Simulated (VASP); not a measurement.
Runs of VASP 6.6.1 on Ge. The structure is that of space group Fd-3m (No. 227), or close to it. The cells are those of the table. 

```tsv
cell	gap on the mesh (eV)	pressure (GPa)
a = 3.851, b = 3.851, c = 3.900 Å, angles 59.6, 59.6, 60.9°, 2 atoms	0.11	13.3
a = 3.902, b = 3.902, c = 3.800 Å, angles 60.9, 60.9, 58.3°, 2 atoms	0.10	(a)
a = 3.851, b = 3.851, c = 3.800 Å, angles 60.4, 60.4, 59.1°, 2 atoms	0.21	16.5
a = 4.002, b = 4.002, c = 3.900 Å, angles 60.8, 60.8, 58.3°, 2 atoms	(c)	5.7
a = 3.951, b = 3.951, c = 3.900 Å, angles 60.4, 60.4, 59.2°, 2 atoms	0.26	(b)
```

Alike in all rows: task single point; level PBE; potentials or basis VASP PAW PBE potentials, release 64 (Ge_d); no spin polarisation; k mesh 14 × 14 × 14; cutoff (eV) 520; smearing gaussian 0.15 eV.

Problem. Estimate the missing entries.

Solution. (a) 13.4; (b) 7.9; (c) 0.07.

Caveats: the cell stands under pressure.

A k mesh can miss the band edges, and the runs leave out spin-orbit coupling on Ge.
